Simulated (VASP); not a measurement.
# MgS (P6_3mc) in VASP: a series of runs, part 3 of 3

VASP 6.6.1.

### Step 5. Relaxation of cell and atoms, LDA, target pressure 40 GPa, at which the enthalpy is minimised

This run uses another cell than the first one, of 22.67 Å³/atom, 1.037 times its volume.

The input, INCAR:

```
SYSTEM = MgS
  ALGO = Normal
  EDIFF = 1E-7
  EDIFFG = -0.02
  ENCUT = 600
  GGA = CA
  IBRION = 2
  ISIF = 3
  ISMEAR = 0
  LASPH = .True.
  LCHARG = .False.
  LREAL = .False.
  LWAVE = .False.
  NELM = 60
  NSW = 80
  PREC = Accurate
  PSTRESS = 400.0
  SIGMA = 0.01
```

The input, KPOINTS:

```
k-points
0
Gamma
  6 6 4
  0 0 0
```

The input, POSCAR:

```
MgS
1.0
    4.0346224100      0.0000000000      0.0000000000
   -2.0173112000      3.4940855000      0.0000000000
    0.0000000000      0.0000000000      6.4322941800
Mg S
2 2
Direct
    0.6666666667      0.3333333333      0.4957548500
    0.3333333333      0.6666666667      0.9957548500
    0.3333333333      0.6666666667      0.3792441500
    0.6666666667      0.3333333333      0.8792441500
```

Started as:

```console
$ cat potpaw_LDA.64/Mg/POTCAR potpaw_LDA.64/S/POTCAR > POTCAR
$ mpirun -np 1 vasp_std > vasp.out
```

It took 6.6 min on 1 thread of Intel Xeon 6975P-C, shared host; peak memory 0.23 GiB.

It converged, with:

```yaml
Free_energy: -16.7457 eV
Relaxed_volume: 14.79 Å³/atom
Relaxed_cell: a = 3.825 Å, b = 3.825 Å, c = 4.667 Å, α = 90.00°, β = 90.00°, γ = 120.00°
Space_group_after_relaxing_to_0.05_Å: P6_3/mmc (No. 194)
Energy_change_on_relaxing_the_enthalpy_is_what_falls: +512.4 meV/atom
Ionic_steps: 40
Pressure_after_relaxing: 39.9 GPa
Largest_force_after_relaxing: 0.012 eV/Å
Band_gap_on_the_k_mesh: 2.72 eV, indirect (least direct gap 3.36 eV)
```

Forces on the atoms (eV/Å):
```
Mg   0.000  0.000 -0.012
Mg   0.000  0.000 -0.012
S    0.000  0.000  0.012
S    0.000  0.000  0.012
```

The path:
```
step  energy change (eV)  largest force (eV/Å)  pressure (GPa)  volume (Å³)
   1              0.0000                0.0534           -2.36        90.68
   2             32.4810                1.2320          429.47        32.57
   3              1.2410                0.0098           26.12        67.80
   4              1.8000                0.0313           33.83        64.80
   5              2.2825                0.0492           40.18        62.70
   6              2.1612                0.0447           38.60        63.20
   7              2.1680                0.3238           38.68        63.14
   8              2.1726                0.4221           38.72        63.12
   9              2.2132                0.3939           39.26        62.93
  10              2.3383                0.3196           40.89        62.37
  11              2.6005                0.2151           44.24        61.24
  12              3.1569                0.1797           51.24        58.99
  13              3.1623                0.1817           51.31        58.96
  14              3.1785                0.1887           51.52        58.88
  15              3.2104                0.2048           51.93        58.71
  16              3.2720                0.2448           52.74        58.38
  17              3.3863                0.3507           54.33        57.71
  18              3.5816                0.6177           57.47        56.35
  19              4.0023                0.7643           65.55        53.52
  20             11.0588               12.5712          130.67        47.48
  21              4.1452                1.3361           66.97        53.41
  22              5.3779                0.6836           83.42        50.51
  23              4.2599                1.3903           68.69        53.02
  24              4.4758                1.1008           72.11        52.24
  25              4.3742                1.2542           70.55        52.58
  26              4.3933                0.9699           71.14        52.38
  27              4.4210                0.7562           71.63        52.26
  28              4.3200                0.7256           70.32        52.48
  29              4.0265                0.6378           66.49        53.16
  30              3.4815                0.4784           59.32        54.52
  31              2.5466                0.2176           46.76        57.32
  32              1.2056                0.1180           27.49        63.21
  33              2.0200                0.0729           39.45        59.27
  34              2.0563                0.0820           39.96        59.13
  35              2.0575                0.0754           39.98        59.12
  36              2.0614                0.0562           40.05        59.10
  37              2.0713                0.0205           40.20        59.06
  38              2.0683                0.0299           40.16        59.07
  39              2.0625                0.0243           40.08        59.09
  40              2.0495                0.0117           39.89        59.14
```

Final structure:
```
CELL_PARAMETERS angstrom
3.82532 0.00000 0.00000
-1.91266 3.31283 0.00000
0.00000 0.00000 4.66698
ATOMIC_POSITIONS crystal
Mg 0.66667 0.33333 0.43763
Mg 0.33333 0.66667 0.93763
S 0.33333 0.66667 0.43737
S 0.66667 0.33333 0.93737
```

Levels at points of the mesh, in eV from the valence-band top:
| k point | band 5 | band 6 | band 7 | band 8 | band 9 | band 10 | band 11 | band 12 |
| --- | --- | --- | --- | --- | --- | --- | --- | --- |
| (0.00, 0.00, 0.00) | -3.14 | -1.47 | -1.47 | 0.00 | 3.36 | 4.23 | 5.94 | 5.94 |
| (0.50, 0.00, 0.00) | -4.10 | -3.46 | -2.75 | -1.12 | 2.72 | 5.48 | 5.63 | 6.43 |
| (0.00, 0.00, 0.50) | -2.36 | -2.36 | -2.36 | -2.36 | 5.18 | 5.18 | 5.57 | 5.57 |
| (0.50, 0.00, 0.50) | -2.97 | -2.97 | -1.55 | -1.55 | 4.38 | 4.38 | 6.91 | 6.91 |

Caveat: the cell is relaxed towards a set pressure, so the enthalpy falls and the energy may rise; the volume moved by over 15 % at a fixed basis, so the end points are rough.

### Step 6. Relaxation of cell and atoms, LDA, target pressure 60 GPa, at which the enthalpy is minimised

This run uses another cell than the first one, of 22.67 Å³/atom, 1.037 times its volume.

The input, INCAR:

```
PREC = Accurate ; ENCUT = 600
EDIFF = 1E-6 ; ISMEAR = 0
SIGMA = 0.01 ; LREAL = F
LASPH = T ; NELM = 60
ALGO = Normal ; ISIF = 3
LWAVE = F ; LCHARG = F
IBRION = 2 ; NSW = 80
EDIFFG = -0.02 ; PSTRESS = 600.0
```

The input, KPOINTS:

```
Automatic mesh
0
Gamma
  6 6 4
```

POSCAR is that of step 5.

Potentials or basis: VASP PAW LDA potentials, release 64 (Mg, S).

Started as:

```console
$ cat potpaw_LDA.64/Mg/POTCAR potpaw_LDA.64/S/POTCAR > POTCAR
$ mpirun -np 1 vasp_std > vasp.out
```

OUTCAR:

```text
PREC = Accurate
   ENCUT = 600
   EDIFF = 1E-6
   ISMEAR = 0
   LREAL = F
   LASPH = T
   NELM = 60
   ISIF = 3
   IBRION = 2
   NSW = 80
   EDIFFG = -0.02
   PSTRESS = 600.0

 ion  position               nearest neighbor table
   1  0.667  0.333  0.496-   3 2.45   3 2.45   3 2.45   4 2.47
   2  0.333  0.667  0.996-   4 2.45   4 2.45   4 2.45   3 2.47
   3  0.333  0.667  0.379-   1 2.45   1 2.45   1 2.45   2 2.47
   4  0.667  0.333  0.879-   2 2.45   2 2.45   2 2.45   1 2.47

  LATTYP: Found a hexagonal cell.
 ALAT       =     4.0346224100
 C/A-ratio  =     1.5942741418

  Lattice vectors:

 A1 = (   4.0346224100,   0.0000000000,   0.0000000000)
 A2 = (  -2.0173112000,   3.4940855000,   0.0000000000)
 A3 = (   0.0000000000,   0.0000000000,   6.4322941800)

Analysis of symmetry for initial positions (statically):
=====================================================================
 Subroutine PRICEL returns:
 Original cell was already a primitive cell.

 Routine SETGRP: Setting up the symmetry group for a
 hexagonal supercell.

 Subroutine GETGRP returns: Found 12 space group operations
 (whereof  6 operations were pure point group operations)
 out of a pool of 24 trial point group operations.

The static configuration has the point symmetry C_3v.
 The point group associated with its full space group is C_6v.

Analysis of symmetry for dynamics (positions and initial velocities):
=====================================================================
 Subroutine PRICEL returns:
 Original cell was already a primitive cell.

 Routine SETGRP: Setting up the symmetry group for a
 hexagonal supercell.

 Subroutine GETGRP returns: Found 12 space group operations
 (whereof  6 operations were pure point group operations)
 out of a pool of 24 trial point group operations.

The dynamic configuration has the point symmetry C_3v.
 The point group associated with its full space group is C_6v.

 Subroutine INISYM returns: Found 12 space group operations
 (whereof  6 operations are pure point group operations),
 and found     1 'primitive' translations

----------------------------------------------------------------------------------------

                                     Primitive cell

  volume of cell :      90.6781

  direct lattice vectors                    reciprocal lattice vectors
     4.034622410  0.000000000  0.000000000     0.247854669  0.143098959  0.000000000
    -2.017311200  3.494085500  0.000000000     0.000000000  0.286197919  0.000000000
     0.000000000  0.000000000  6.432294180     0.000000000  0.000000000  0.155465526

  length of vectors
     4.034622410  4.034622406  6.432294180     0.286197919  0.286197919  0.155465526

  position of ions in fractional coordinates (direct lattice)
     0.666666667  0.333333333  0.495754850
     0.333333333  0.666666667  0.995754850
     0.333333333  0.666666667  0.379244150
     0.666666667  0.333333333  0.879244150

  ion indices of the primitive-cell ions
   primitive index   ion index
                 1           1
                 2           2
                 3           3
                 4           4

----------------------------------------------------------------------------------------

 KPOINTS: Automatic mesh

Automatic generation of k-mesh.
 Grid dimensions read from file:
 generate k-points for:    6    6    4

 Generating k-lattice:

  Cartesian coordinates                     Fractional coordinates (reciprocal lattice)
     0.041309111  0.023849827  0.000000000     0.166666667  0.000000000  0.000000000
     0.000000000  0.047699653  0.000000000     0.000000000  0.166666667  0.000000000
     0.000000000  0.000000000  0.038866382     0.000000000  0.000000000  0.250000000

  Length of vectors
     0.047699653  0.047699653  0.038866382

  Shift w.r.t. Gamma in fractional coordinates (k-lattice)
     0.000000000  0.000000000  0.000000000

 Subroutine IBZKPT returns following result:
 ===========================================

 Found     21 irreducible k-points:

 Following reciprocal coordinates:
            Coordinates               Weight
  0.000000  0.000000  0.000000      1.000000
  0.166667 -0.000000  0.000000      6.000000
  0.333333 -0.000000  0.000000      6.000000
  0.500000 -0.000000  0.000000      3.000000
  0.166667  0.166667  0.000000      6.000000
  0.333333  0.166667  0.000000     12.000000
[... 13 lines left out ...]
  0.333333  0.166667  0.500000     12.000000
  0.333333  0.333333  0.500000      2.000000
   k-points           NKPTS =     21   k-points in BZ     NKDIM =     21   number of bands    NBANDS=     12
   number of dos      NEDOS =    301   number of ions     NIONS =      4
   total plane-waves  NPLWV =  55296
   dimension x,y,z NGX =    32 NGY =   32 NGZ =   54
   dimension x,y,z NGXF=    64 NGYF=   64 NGZF=  108
   ions per type =               2   2
   NGX,Y,Z   is equivalent  to a cutoff of  13.19, 13.19, 13.96 a.u.
   NGXF,Y,Z  is equivalent  to a cutoff of  26.37, 26.37, 27.91 a.u.
 SYSTEM =  unknown system
   PREC   = accura    normal or accurate (medium, high low for compatibility)
   ISTART =      0    job   : 0-new  1-cont  2-samecut
   ICHARG =      2    charge: 1-file 2-atom 10-const
   ISPIN  =      1    spin polarized calculation?
   LNONCOLLINEAR =      F non collinear calculations
   LSORBIT =      F    spin-orbit coupling
   LASPH  =      T    aspherical Exc in radial PAW
   ENCUT  =  600.0 eV  44.10 Ry    6.64 a.u.   8.06  8.06 12.85*2*pi/ulx,y,z
   NELM   =     60;   NELMIN=  2; NELMDL= -5     # of ELM steps
   EDIFF  = 0.1E-05   stopping-criterion for ELM
   LREAL  =      F    real-space projection
   EDIFFG = -.2E-01   stopping-criterion for IOM
   NSW    =     80    number of steps for IOM
   IBRION =      2    ionic relax: 0-MD 1-quasi-New 2-CG
   NFREE  =      1    steps in history (QN), initial steepest desc. (CG)
   ISIF   =      3    stress and relaxation
   ISYM   =      2    0-nonsym 1-usesym 2-fastsym
   POTIM  = 0.5000    time-step for ionic-motion
   TEBEG  =    0.0;   TEEND  =   0.0 temperature during run
   PSTRESS=  600.0 pullay stress
   NELECT =      16.0000    total number of electrons
   NUPDOWN=      -1.0000    fix difference up-down
   EMIN   =  10.00;   EMAX   =-10.00  energy-range for DOS
   EFERMI =   0.00;   METHOD = LEGACY
   ISMEAR =     0;   SIGMA  =   0.01  broadening in eV -4-tet -1-fermi 0-gaus
   EFERMI_NEDOS =   21; number of points for ismear=-14 and -15
   IALGO  =     38    algorithm
   IMIX   =      4    mixing-type and parameters
     AMIX     =   0.40;   BMIX     =  1.00
     AMIX_MAG =   1.60;   BMIX_MAG =  1.00
  volume/ion in A,a.u.               =      22.67       152.98
  Fermi-wavevector in a.u.,A,eV,Ry     =   0.918221  1.735187 11.471486  0.843130
  Thomas-Fermi vector in A             =   2.043279
   LORBIT       =      0    0 simple, 1 ext, 2 COOP (PROOUT), +10 PAW based schemes
   GGA     = CA    functional components
   LHFCALC =     F    Hartree Fock is set to
   AEXX    =    0.0000 exact exchange contribution
   IVDW    =     0    specifies the selected vdW correction
   LEPSILON=     F    determine dielectric tensor
   LRPA    =     F    only Hartree local field effects (RPA)
 conjugate gradient relaxation of ions
 non-spin polarized calculation
 Gauss-broadening in eV      SIGMA  =   0.01
  energy-cutoff  :      600.00
  volume of cell :       90.68
 maximum number of plane-waves:      3054
   NGX = 17   NGY = 17   NGZ = 25

--------------------------------------- Ionic step        1  -------------------------------------------

 number of electron      15.9999998 magnetization

 Free energy of the ion-electron system (eV)
  ---------------------------------------------------
  ext. energy  EPLUGINS =         0.00000000
  ---------------------------------------------------
  free energy    TOTEN  =       -18.79523932 eV

  energy without entropy =      -18.79523932  energy(sigma->0) =      -18.79523932

 E-fermi :   1.0753     XC(G=0):  -8.7573

 val. band max:        1.0294454869   @ k =   0.0000   0.0000   0.0000
 cond. band min:       4.1893541691   @ k =   0.0000   0.0000   0.0000
 fundamental gap:      3.1599086823
 Fermi energy:         1.0753458818
[... 1072 lines left out ...]
  energy  without entropy=      -18.0088892884  energy(sigma->0) =      -18.00888929

  enthalpy is  TOTEN    =         8.5864064240 eV   P V=       26.5952957124

[... ionic steps 4 to 40 ...]

--------------------------------------- Ionic step       41  -------------------------------------------

 number of electron      16.0000001 magnetization

------------------------ aborting loop because EDIFF is reached ----------------------------------------
[... 75 lines left out ...]
--------------------------------------- Ionic step       43  -------------------------------------------

 number of electron      16.0000001 magnetization

 Free energy of the ion-electron system (eV)
  ---------------------------------------------------
  ext. energy  EPLUGINS =         0.00000000
  ---------------------------------------------------
  free energy    TOTEN  =       -15.27715416 eV

  energy without entropy =      -15.27715416  energy(sigma->0) =      -15.27715416

 E-fermi :   6.7307     XC(G=0): -10.8801

 val. band max:        6.6272596094   @ k =   0.0000   0.0000   0.0000
 cond. band min:       9.1543737073   @ k =   0.5000  -0.0000   0.0000
 fundamental gap:      2.5271140979
 Fermi energy:         6.7307404999
[... 348 lines left out ...]
  energy  without entropy=      -15.2771541599  energy(sigma->0) =      -15.27715416

  enthalpy is  TOTEN    =         5.0849726383 eV   P V=       20.3621267982

 reached required accuracy - stopping structural energy minimisation
```

OSZICAR:

```text
N       E                     dE             d eps       ncg     rms          rms(c)
DAV:   1     0.728687274813E+02    0.72869E+02   -0.66214E+03   504   0.121E+03
DAV:   2    -0.134767912935E+02   -0.86346E+02   -0.80425E+02   772   0.170E+02
DAV:   3    -0.198086993698E+02   -0.63319E+01   -0.63098E+01   652   0.535E+01
[... 361 lines left out ...]
DAV:   1    -0.152771731026E+02    0.22237E-02   -0.10804E-02   512   0.716E-01    0.897E-02
DAV:   2    -0.152771805187E+02   -0.74161E-05   -0.54054E-04   612   0.196E-01    0.373E-02
DAV:   3    -0.152771628955E+02    0.17623E-04   -0.11218E-05   608   0.295E-02    0.255E-02
DAV:   4    -0.152771540968E+02    0.87987E-05   -0.23947E-05   592   0.351E-02    0.483E-03
DAV:   5    -0.152771541599E+02   -0.63115E-07   -0.27948E-06   492   0.135E-02
  43 F= 0.50849726E+01 E0= 0.50849726E+01  d E =-.748026E-03
```

Run time: 7.7 min. Hardware: 1 thread of Intel Xeon 6975P-C, shared host; peak memory 0.23 GiB.

What came out:

- Free energy: -15.2772 eV
- Relaxed volume: 13.59 Å³/atom
- Relaxed cell: a = 3.721 Å, b = 3.721 Å, c = 4.534 Å, α = 90.00°, β = 90.00°, γ = 120.00°
- Space group after relaxing (to 0.05 Å): P6_3/mmc (No. 194)
- Energy change on relaxing (the enthalpy is what falls): +879.5 meV/atom
- Ionic steps: 43
- Pressure after relaxing: 59.9 GPa
- Largest force after relaxing: 0.013 eV/Å
- Band gap on the k mesh: 2.53 eV, indirect (least direct gap 3.45 eV)

Forces in eV/Å, atoms in the order of the input:
```
Mg   0.000  0.000 -0.013
Mg   0.000  0.000 -0.013
S    0.000  0.000  0.013
S    0.000  0.000  0.013
```

Step by step:
```
step  energy change (eV)  largest force (eV/Å)  pressure (GPa)  volume (Å³)
   1              0.0000                0.0534           -2.36        90.68
   3              0.7864                0.0295           19.35        71.02
   5              4.1167                0.0693           63.16        56.93
   7              3.8422                0.6248           59.75        57.61
   9              3.8456                0.7132           59.78        57.58
  11              3.8584                1.1810           59.86        57.35
  13              3.9332                3.4281           60.35        55.81
  15              4.3932                4.8338           63.73        55.47
  17              4.6995                5.4718           66.70        54.76
  19              4.8713                5.5727           68.51        54.41
  21              4.8709                5.5452           68.53        54.40
  23              4.8767                5.4081           68.65        54.36
  25              4.8870                5.3198           68.79        54.33
  27              4.8548                5.2448           68.55        54.34
  29              4.7141                4.9180           67.51        54.41
  31              4.2212                3.7462           63.74        54.69
  33              3.0989                0.7766           53.91        55.73
  35              2.9274                0.2210           51.97        56.08
  37              3.4131                0.1147           58.52        54.66
  39              3.5233                0.0908           60.00        54.36
  41              3.5199                0.0422           59.95        54.37
  43              3.5181                0.0129           59.92        54.37
```

Final structure:
```yaml
crystal:
  lattice:
    - [3.72107, 0.00000, 0.00000]
    - [-1.86053, 3.22254, 0.00000]
    - [0.00000, 0.00000, 4.53436]
  atoms:
    - { symbol: Mg, position: [0.66667, 0.33333, 0.43761] }
    - { symbol: Mg, position: [0.33333, 0.66667, 0.93761] }
    - { symbol: S, position: [0.33333, 0.66667, 0.43739] }
    - { symbol: S, position: [0.66667, 0.33333, 0.93739] }
```

Caveat: the cell is relaxed towards a set pressure, so the enthalpy falls and the energy may rise; the volume moved by over 15 % at a fixed basis, so the end points are rough. A k mesh can miss the band edges.

### Step 7. The runs side by side

```csv
task,cell,cutoff (eV),gap on the mesh (eV),pressure (GPa),largest force (eV/Å)
single point,"a = 3.985, b = 3.985, c = 6.357 Å, angles 90.0, 90.0, 120.0°, 4 atoms",520,3.36,-0.3,-
relaxation of cell and atoms,"relaxed from a = 4.035, b = 4.035, c = 6.432 Å, angles 90.0, 90.0, 120.0°, 4 atoms",600,3.37,0.0,0.02
relaxation of cell and atoms,"relaxed to 20 GPa from a = 4.035, b = 4.035, c = 6.432 Å, angles 90.0, 90.0, 120.0°, 4 atoms",600,2.92,19.9,0.01
relaxation of cell and atoms,"relaxed to 40 GPa from a = 4.035, b = 4.035, c = 6.432 Å, angles 90.0, 90.0, 120.0°, 4 atoms",600,2.72,39.9,0.01
relaxation of cell and atoms,"relaxed to 60 GPa from a = 4.035, b = 4.035, c = 6.432 Å, angles 90.0, 90.0, 120.0°, 4 atoms",600,2.53,59.9,0.01
```

Alike in all rows: level LDA; potentials or basis VASP PAW LDA potentials, release 64 (Mg, S); no spin polarisation; k mesh 6 × 6 × 4; smearing gaussian 0.01 eV.

Caveats: the cell is relaxed towards a set pressure, so the enthalpy falls and the energy may rise (some runs); the volume moved by over 15 % at a fixed basis, so the end points are rough (some runs).

Absolute energies hang on the potentials; compare differences alone.
